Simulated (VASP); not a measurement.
NiMoIrPdW:

```
Ni Mo Pd Ir W
1.0
     2.76078    0.00000    0.00000
    -1.38039    2.39090    0.00000
     0.00000    0.00000   11.34051
Ni Mo Pd Ir W
1 1 1 1 1
Direct
  0.00000 0.00000 0.70917
  0.66667 0.33333 0.29425
  0.66667 0.33333 0.89901
  0.00000 0.00000 0.10604
  0.66667 0.33333 0.52921
```

Base run:

* Program: VASP 6.6.1
* Functional: PBEsol
* Potentials or basis: VASP PAW PBE potentials, release 64 (Ni, Mo_sv, Pd, Ir, W_sv)
* Cutoff: 520 eV
* k mesh: 11 × 11 × 3
* Occupations: fermi-dirac, width 0.05 eV
* Spin: collinear spin, ferromagnetic start
* Starting moments: [1.0, 1.0, 0.0, 0.6, 0.0] μB

Its results: pressure -8.5 GPa; net moment 0.00 μB per cell; largest force 0.167 eV/Å.

Task: The run is repeated on the same cell with these changes: functional from PBEsol to revPBE; further incar settings from ALGO = Normal; EDIFF = 1e-06; NBANDS = 40 to ALGO = Fast; EDIFF = 1e-06; NBANDS = 40. What comes out?

Result: Pressure 3.0 GPa; net moment 0.00 μB per cell; largest force 0.342 eV/Å.

Caveats: the PAW data sets were made with another functional, which shifts forces and pressure a little; the cell stands under tension (at least some runs); the cell stands under pressure (at least some runs).
